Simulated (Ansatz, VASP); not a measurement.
## InO: VASP beside Ansatz

```
In O
1.0
     7.25232    0.00000    0.00000
    -3.62616    6.28069    0.00000
     0.00000    0.00000    3.31278
In O
3 3
Cartesian
  3.6262 0.0000 0.0000
  -1.8131 3.1403 0.0000
  1.8131 3.1403 0.0000
  0.0000 4.1871 0.0000
  3.6262 2.0936 0.0000
  0.0000 0.0000 0.0000
```

Alike in both runs: functional PBE; k mesh 6 × 6 × 4; occupations gaussian, width 0.1 eV; no spin polarisation.

Ansatz relaxed the structure, and its values are those at the end. VASP's run is a single point on that final structure, the one shown.

```csv
,VASP,Ansatz
version,VASP 6.6.1,Ansatz 0.2.0
potentials or method,"VASP PAW PBE potentials, release 64 (In_d, O), cutoff 520 eV","scalar-relativistic, plane waves, PAW"
valence electrons in the cell,57,57
```

VASP gave:

| Property | Result |
| --- | --- |
| gap on the k mesh at the Fermi level (eV) | none |
| pressure (GPa) | 0.4 |

What did Ansatz give for the same quantities?

gap on the k mesh at the Fermi level (eV): none; pressure (GPa): 0.2.

A gap of «none» marks a metal or a gap that the smearing closes. The functional is the same, so the differences come from potentials, cutoffs and numerics.

The k mesh is coarse, so the values compare programs but aren't converged.
